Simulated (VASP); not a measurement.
# NbTe2 (Fm-3m) in VASP: single point with LDA

Aim: the single point of NbTe2 with LDA.

All numbers are computed with VASP 6.6.1; they aren't measurements. Logs are shortened: lines on timing, memory, paths and dates and some standing lists are left out, and cuts for length are marked.

## (1) The cell of the first run

Symmetry: Fm-3m, No. 225, cubic system. The conventional cell has a = 6.831 Å, b = 6.831 Å, c = 6.831 Å, α = 90.00°, β = 90.00°, γ = 90.00°. Within 3.9 Å of Nb (site symmetry m-3m) lie 8 Te at 2.96 Å. Within 3.9 Å of Te (site symmetry -43m) lie 4 Nb at 2.96 Å and 6 Te at 3.42 Å.

## (2) Single point, LDA, collinear spin, zero start

INCAR

```
SYSTEM = NbTe2
ALGO = Normal ; EDIFF = 1E-6
ENCUT = 520 ; ISIF = 2
ISMEAR = 0 ; ISPIN = 2
LASPH = .True. ; LCHARG = .False.
LMAXMIX = 4 ; LORBIT = 11
LREAL = .False. ; LWAVE = .False.
MAGMOM = 0 0 0 ; NBANDS = 24
NELM = 150 ; NUPDOWN = 0.0
PREC = Accurate ; SIGMA = 0.05
```

KPOINTS

```
k-points
0
Gamma
  5 5 5
  0 0 0
```

POSCAR

```
NbTe2
1.0
    0.0000000000      3.4153846100      3.4153846100
    3.4153846100      0.0000000000      3.4153846100
    3.4153846100      3.4153846100      0.0000000000
Nb Te
1 2
Direct
    0.0000000000      0.0000000000      0.0000000000
    0.2500000000      0.2500000000      0.2500000000
    0.7500000000      0.7500000000      0.7500000000
```

Potentials or basis: VASP PAW LDA potentials, release 64 (Nb_sv, Te).

On the command line:

```
$ cat potpaw_LDA.64/Nb_sv/POTCAR potpaw_LDA.64/Te/POTCAR > POTCAR
$ mpirun -np 1 vasp_std > vasp.out
```

OUTCAR:

```text
SYSTEM = NbTe2
   EDIFF = 1E-6
   ENCUT = 520
   ISIF = 2
   ISMEAR = 0
   ISPIN = 2
   LASPH = .True.
   LORBIT = 11
   LREAL = .False.
   NELM = 150
   NUPDOWN = 0.0
   PREC = Accurate

 ion  position               nearest neighbor table
   1  0.000  0.000  0.000-   3 2.96   3 2.96   3 2.96   2 2.96   3 2.96   2 2.96   2 2.96   2 2.96

   2  0.250  0.250  0.250-   1 2.96   1 2.96   1 2.96   1 2.96   3 3.42   3 3.42   3 3.42   3 3.42
                             3 3.42   3 3.42
   3  0.750  0.750  0.750-   1 2.96   1 2.96   1 2.96   1 2.96   2 3.42   2 3.42   2 3.42   2 3.42
                             2 3.42   2 3.42

  LATTYP: Found a face centered cubic cell.
 ALAT       =     6.8307692200

  Lattice vectors:

 A1 = (   0.0000000000,   3.4153846100,   3.4153846100)
 A2 = (   3.4153846100,   0.0000000000,   3.4153846100)
 A3 = (   3.4153846100,   3.4153846100,   0.0000000000)

Analysis of symmetry for initial positions (statically):
=====================================================================
 Subroutine PRICEL returns:
 Original cell was already a primitive cell.

 Routine SETGRP: Setting up the symmetry group for a
 face centered cubic supercell.

 Subroutine GETGRP returns: Found 48 space group operations
 (whereof 48 operations were pure point group operations)
 out of a pool of 48 trial point group operations.

The static configuration has the point symmetry O_h .

Analysis of symmetry for dynamics (positions and initial velocities):
=====================================================================
 Subroutine PRICEL returns:
 Original cell was already a primitive cell.

 Routine SETGRP: Setting up the symmetry group for a
 face centered cubic supercell.

 Subroutine GETGRP returns: Found 48 space group operations
 (whereof 48 operations were pure point group operations)
 out of a pool of 48 trial point group operations.

The dynamic configuration has the point symmetry O_h .

Analysis of structural, dynamic, and magnetic symmetry:
=====================================================================
 Subroutine PRICEL returns:
 Original cell was already a primitive cell.

 Routine SETGRP: Setting up the symmetry group for a
 face centered cubic supercell.

 Subroutine GETGRP returns: Found 48 space group operations
 (whereof 48 operations were pure point group operations)
 out of a pool of 48 trial point group operations.

The overall configuration has the point symmetry O_h .

 Subroutine INISYM returns: Found 48 space group operations
 (whereof 48 operations are pure point group operations),
 and found     1 'primitive' translations

----------------------------------------------------------------------------------------

                                     Primitive cell

  volume of cell :      79.6799

  direct lattice vectors                    reciprocal lattice vectors
     0.000000000  3.415384610  3.415384610    -0.146396397  0.146396397  0.146396397
     3.415384610  0.000000000  3.415384610     0.146396397 -0.146396397  0.146396397
     3.415384610  3.415384610  0.000000000     0.146396397  0.146396397 -0.146396397

  length of vectors
     4.830083236  4.830083236  4.830083236     0.253565997  0.253565997  0.253565997

  position of ions in fractional coordinates (direct lattice)
     0.000000000  0.000000000  0.000000000
     0.250000000  0.250000000  0.250000000
     0.750000000  0.750000000  0.750000000

  ion indices of the primitive-cell ions
   primitive index   ion index
                 1           1
                 2           2
                 3           3

----------------------------------------------------------------------------------------

 KPOINTS: k-points

Automatic generation of k-mesh.
 Grid dimensions read from file:
 generate k-points for:    5    5    5

 Generating k-lattice:

  Cartesian coordinates                     Fractional coordinates (reciprocal lattice)
    -0.029279279  0.029279279  0.029279279     0.200000000  0.000000000  0.000000000
     0.029279279 -0.029279279  0.029279279     0.000000000  0.200000000  0.000000000
     0.029279279  0.029279279 -0.029279279     0.000000000  0.000000000  0.200000000

  Length of vectors
     0.050713199  0.050713199  0.050713199

  Shift w.r.t. Gamma in fractional coordinates (k-lattice)
     0.000000000  0.000000000  0.000000000

 Subroutine IBZKPT returns following result:
 ===========================================

 Found     10 irreducible k-points:

 Following reciprocal coordinates:
            Coordinates               Weight
  0.000000  0.000000  0.000000      1.000000
  0.200000  0.000000  0.000000      8.000000
  0.400000  0.000000  0.000000      8.000000
  0.200000  0.200000  0.000000      6.000000
  0.400000  0.200000  0.000000     24.000000
 -0.400000  0.200000  0.000000     24.000000
 -0.200000  0.200000  0.000000     12.000000
  0.400000  0.400000  0.000000      6.000000
 -0.400000  0.400000  0.000000     12.000000
 -0.400000  0.400000  0.200000     24.000000
   k-points           NKPTS =     10   k-points in BZ     NKDIM =     10   number of bands    NBANDS=     24
   number of dos      NEDOS =    301   number of ions     NIONS =      3
   total plane-waves  NPLWV =  46656
   dimension x,y,z NGX =    36 NGY =   36 NGZ =   36
   dimension x,y,z NGXF=    72 NGYF=   72 NGZF=   72
   ions per type =               1   2
   NGX,Y,Z   is equivalent  to a cutoff of  12.39, 12.39, 12.39 a.u.
   NGXF,Y,Z  is equivalent  to a cutoff of  24.78, 24.78, 24.78 a.u.
 SYSTEM =  NbTe2
   PREC   = accura    normal or accurate (medium, high low for compatibility)
   ISTART =      0    job   : 0-new  1-cont  2-samecut
   ICHARG =      2    charge: 1-file 2-atom 10-const
   ISPIN  =      2    spin polarized calculation?
   LNONCOLLINEAR =      F non collinear calculations
   LSORBIT =      F    spin-orbit coupling
   LASPH  =      T    aspherical Exc in radial PAW
   ENCUT  =  520.0 eV  38.22 Ry    6.18 a.u.   8.98  8.98  8.98*2*pi/ulx,y,z
   NELM   =    150;   NELMIN=  2; NELMDL= -5     # of ELM steps
   EDIFF  = 0.1E-05   stopping-criterion for ELM
   LREAL  =      F    real-space projection
   EDIFFG = 0.1E-04   stopping-criterion for IOM
   NSW    =      0    number of steps for IOM
   IBRION =     -1    ionic relax: 0-MD 1-quasi-New 2-CG
   NFREE  =      0    steps in history (QN), initial steepest desc. (CG)
   ISIF   =      2    stress and relaxation
   ISYM   =      2    0-nonsym 1-usesym 2-fastsym
   POTIM  = 0.5000    time-step for ionic-motion
   TEBEG  =    0.0;   TEEND  =   0.0 temperature during run
   PSTRESS=    0.0 pullay stress
   NELECT =      25.0000    total number of electrons
   NUPDOWN=       0.0000    fix difference up-down
   EMIN   =  10.00;   EMAX   =-10.00  energy-range for DOS
   EFERMI =   0.00;   METHOD = LEGACY
   ISMEAR =     0;   SIGMA  =   0.05  broadening in eV -4-tet -1-fermi 0-gaus
   EFERMI_NEDOS =   21; number of points for ismear=-14 and -15
   IALGO  =     38    algorithm
   IMIX   =      4    mixing-type and parameters
     AMIX     =   0.40;   BMIX     =  1.00
     AMIX_MAG =   1.60;   BMIX_MAG =  1.00
  volume/ion in A,a.u.               =      26.56       179.24
  Fermi-wavevector in a.u.,A,eV,Ry     =   1.112428  2.102184 16.837154  1.237496
  Thomas-Fermi vector in A             =   2.249002
   LORBIT       =     11    0 simple, 1 ext, 2 COOP (PROOUT), +10 PAW based schemes
   GGA     = CA    functional components
   LHFCALC =     F    Hartree Fock is set to
   AEXX    =    0.0000 exact exchange contribution
   IVDW    =     0    specifies the selected vdW correction
   LEPSILON=     F    determine dielectric tensor
   LRPA    =     F    only Hartree local field effects (RPA)
 spin polarized calculation
 Gauss-broadening in eV      SIGMA  =   0.05
  energy-cutoff  :      520.00
  volume of cell :       79.68
 maximum number of plane-waves:      2156
   NGX = 17   NGY = 17   NGZ = 17

 number of electron      25.0000001 magnetization      -0.0000000

 number of electron      25.0000001 magnetization       0.0000000

 Free energy of the ion-electron system (eV)
  ---------------------------------------------------
  ext. energy  EPLUGINS =         0.00000000
  ---------------------------------------------------
  free energy    TOTEN  =       -18.78202413 eV

  energy without entropy =      -18.76928402  energy(sigma->0) =      -18.77565408

 E-fermi :   8.1651     XC(G=0): -10.3895

 val. band max:        8.1534501078   @ k =  -0.4000   0.2000   0.0000
 cond. band min:       8.1689064234   @ k =  -0.4000   0.4000   0.2000
 fundamental gap:      0.0154563156
 Fermi energy:         8.1651024203

 spin component 1

 k-point     1 :       0.0000    0.0000    0.0000
  band No.  band energies     occupation
      1     -46.7748      1.00000
      2     -23.0128      1.00000
      3     -23.0128      1.00000
      4     -23.0128      1.00000
      5      -5.2279      1.00000
      6      -1.3532      1.00000
[... 259 lines left out ...]
     23      17.8443      0.00000
     24      17.9028      0.00000
 Fermi energy:         8.1651028280

 spin component 2

 k-point     1 :       0.0000    0.0000    0.0000
  band No.  band energies     occupation
      1     -46.7748      1.00000
      2     -23.0128      1.00000
      3     -23.0128      1.00000
      4     -23.0128      1.00000
      5      -5.2279      1.00000
      6      -1.3532      1.00000
[... 259 lines left out ...]
     23      17.8443      0.00000
     24      17.9028      0.00000

------------------------ aborting loop because EDIFF is reached ----------------------------------------

  FORCE on cell =-STRESS in cart. coord.  units (eV):
  Direction    XX          YY          ZZ          XY          YZ          ZX
  --------------------------------------------------------------------------------------
  -------------------------------------------------------------------------------------
  Total       -2.3854513     -2.3854513     -2.3854513      0.0000000      0.0000000     -0.0000000
  in kB      -47.9658662    -47.9658662    -47.9658662      0.0000000      0.0000000     -0.0000000
  external PRESSURE =     -47.9658662 kB  Pullay stress =       0.0000000 kB

 VOLUME and BASIS-vectors are now :
 -----------------------------------------------------------------------------
  energy-cutoff  :      520.00
  volume of cell :       79.68
      direct lattice vectors                 reciprocal lattice vectors
     0.000000000  3.415384610  3.415384610    -0.146396397  0.146396397  0.146396397
     3.415384610  0.000000000  3.415384610     0.146396397 -0.146396397  0.146396397
     3.415384610  3.415384610  0.000000000     0.146396397  0.146396397 -0.146396397

 POSITION                                       TOTAL-FORCE (eV/Angst)
 -----------------------------------------------------------------------------------
      0.00000      0.00000      0.00000         0.000000     -0.000000      0.000000
      1.70769      1.70769      1.70769         0.000000     -0.000000     -0.000000
      5.12308      5.12308      5.12308        -0.000000      0.000000      0.000000
 -----------------------------------------------------------------------------------
    total drift:                               -0.000000      0.000000      0.000000

  FREE ENERGIE OF THE ION-ELECTRON SYSTEM (eV)
  ---------------------------------------------------
  free  energy   TOTEN  =       -18.7820241340 eV

  energy  without entropy=      -18.7692840173  energy(sigma->0) =      -18.77565408

 total charge

# of ion       s       p       d       tot
------------------------------------------
    1        2.142   5.965   2.486  10.594
    2        1.389   1.942   0.066   3.397
    3        1.389   1.942   0.066   3.397
--------------------------------------------------
tot          4.921   9.850   2.617  17.388

 magnetization (x)

# of ion       s       p       d       tot
------------------------------------------
    1        0.000  -0.000  -0.000  -0.000
    2       -0.000  -0.000   0.000  -0.000
    3       -0.000  -0.000   0.000  -0.000
--------------------------------------------------
tot         -0.000  -0.000  -0.000  -0.000
```

Wall time 31 s (1 thread of AMD EPYC 7R13, shared host); peak memory 0.2 GiB.

Results:

```yaml
Free_energy: -18.7820 eV
Pressure: -4.8 GPa
Net_moment: 0.00 μB per cell
Valence_electrons_inside_the_program's_atomic_spheres: Nb 10.59; Te 3.40
```

Caveat: spin-orbit coupling is left out, which moves the levels of the heavy elements; the total moment is fixed, so each spin has its own Fermi level.
